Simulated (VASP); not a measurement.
Write the native input for VASP 6.6.1 that does the following.

- Task: relaxation of cell and atoms
- Functional: PBE
- Potentials or basis: VASP PAW PBE potentials, release 64 (Zr_sv, H)
- Cutoff: 600 eV
- k mesh: 6 × 4 × 4
- Occupations: gaussian, width 0.1 eV
- Spin: no spin polarisation
- Dipole correction: no
- Further INCAR settings: ALGO = Normal; EDIFF = 1e-06; IBRION = 2; EDIFFG = -0.04; NSW = 90; ISIF = 3

The structure of Zr2H3 lies in POSCAR:

```
Zr2H3
1.0
    3.4682560600      0.0000000000      0.0000000000
    0.0000000000      4.2666091700      0.0000000000
    0.0000000000      0.0000000000      5.1434890700
Zr H
2 3
Direct
    0.5000000000      0.5000000000      0.5000000000
    0.5000000000      0.0000000000      0.5000000000
    0.0000000000      0.0000000000      0.5000000000
    0.5000000000      0.0000000000      0.0000000000
    0.0000000000      0.0000000000      0.0000000000
```

The cell was built from a structure type or drawn by symmetry, and may not be a known phase.

One way to write it, as run:

INCAR

```
  PREC = Accurate
  ENCUT = 600
  EDIFF = 1E-6
  ISMEAR = 0
  SIGMA = 0.1
  LREAL = False
  LASPH = True
  NELM = 100
  ALGO = Normal
  ISIF = 3
  LWAVE = False
  LCHARG = False
  GGA = PE
  IBRION = 2
  NSW = 90
  EDIFFG = -0.04
```

KPOINTS

```
regular mesh
0
Gamma
  6 4 4
```

Potentials or basis: VASP PAW PBE potentials, release 64 (Zr_sv, H).

Launch:

```bash
$ cat potpaw_PBE.64/Zr_sv/POTCAR potpaw_PBE.64/H/POTCAR > POTCAR
$ mpirun -np 1 vasp_std > vasp.out
```

It gave:

```yaml
Relaxed_volume: 14.69 Å³/atom
Relaxed_cell: a = 3.630 Å, b = 5.625 Å, c = 3.597 Å, α = 90.00°, β = 90.00°, γ = 90.00°
Space_group_after_relaxing_to_0.1_Å: P4/mmm (No. 123)
Energy_gained_by_relaxing: 1055.8 meV/atom
Ionic_steps: 12
Pressure_after_relaxing: 0.0 GPa
Band_gap_on_the_k_mesh: zero (an odd number of electrons rules out a gap without spin polarisation)
```

Caveat: the k points lie up to 0.44 Å⁻¹ apart in the final cell, too coarse for converged energies and pressures of a metal; a cell axis changed by over 15 % at a fixed basis, so the end point is rough.

It took 3.6 min on 1 thread of Intel(R) Xeon(R) 6975P-C (Granite Rapids), on a shared host, peak memory 0.23 GiB.
